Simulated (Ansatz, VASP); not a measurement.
LuGa2Os2: VASP beside Ansatz

The input INCAR:

```
ALGO = Normal ; EDIFF = 1E-6
ENCUT = 520 ; GGA = PS
ISIF = 2 ; ISMEAR = -1
LASPH = T ; LCHARG = F
LREAL = F ; LWAVE = F
NBANDS = 42 ; NELM = 80
PREC = Accurate ; SIGMA = 0.0497
```

Contents of KPOINTS:

```
k-points
0
Gamma
  5 5 5
```

Contents of POSCAR:

```
LuGa2Os2
1.0
    0.0000000000      4.2355470000      0.0000000000
    4.2355470000      0.0000000000      0.0000000000
    2.1177740000      2.1177740000     -4.9213030000
Os Lu Ga
2 1 2
Direct
    0.7500000000      0.2500000000      0.5000000000
    0.2500000000      0.7500000000      0.5000000000
    0.0000000000      0.0000000000      0.0000000000
    0.3750000000      0.3750000000      0.2500000000
    0.6250000000      0.6250000000      0.7500000000
```

Input for Ansatz:

```yaml
crystal:
  lattice:
    - [0.0, 4.235547, 0.0]
    - [4.235547, 0.0, 0.0]
    - [2.117774, 2.117774, -4.921303]
  atoms:
    - { symbol: Os, position: [0.75, 0.25, 0.5] }
    - { symbol: Os, position: [0.25, 0.75, 0.5] }
    - { symbol: Lu, position: [0.0, 0.0, 0.0] }
    - { symbol: Ga, position: [0.375, 0.375, 0.25] }
    - { symbol: Ga, position: [0.625, 0.625, 0.75] }
  symmetry: { tolerance: 0.0003 }
kpoints:
  mp_grid: { grid: [5, 5, 5], shift: [0, 0, 0] }
magnetization:
  spin_polarized: false
scf:
  occupations: { method: fermi_dirac, width: 0.0497 }
hamiltonian:
  pseudopotentials: { kind: paw }
  xc: pbesol
basis:
  ecutwfc: 420
output:
  forces: true
  stress: true
  eigenvalues: true
```

Alike in both runs: task single point; functional PBEsol; k mesh 5 × 5 × 5; occupations fermi-dirac, width 0.0497 eV; no spin polarisation.

|  | VASP | Ansatz |
| --- | --- | --- |
| version | VASP 6.6.1 | Ansatz 0.2.0 |
| potentials or method | VASP PAW PBE potentials, release 64 (Os, Lu, Ga_d), cutoff 520 eV | PAW plane waves |
| valence electrons in the cell | 67 | 83 |

|  | VASP | Ansatz | Ansatz less VASP |
| --- | --- | --- | --- |
| gap on the k mesh at the Fermi level (eV) | none | none | - |
| pressure (GPa) | -3.1 | -3.3 | -0.26 |
| traceless stress, the component that is largest in VASP (GPa) | 2.40 | 2.52 | +0.121 |
| rms of the force components (eV/Å) | 0.163 | 0.163 | +0.0002 |

VASP's potentials were made for PBE, not for PBEsol. Atom by atom the forces differ by 0.000 eV/Å (rms over components). A gap of «none» marks a metal or a gap that the smearing closes. VASP's potentials hold 67 valence electrons a cell and Ansatz's 83, so a difference there can come from the potentials and not from the codes.

Spin-orbit coupling is off throughout.
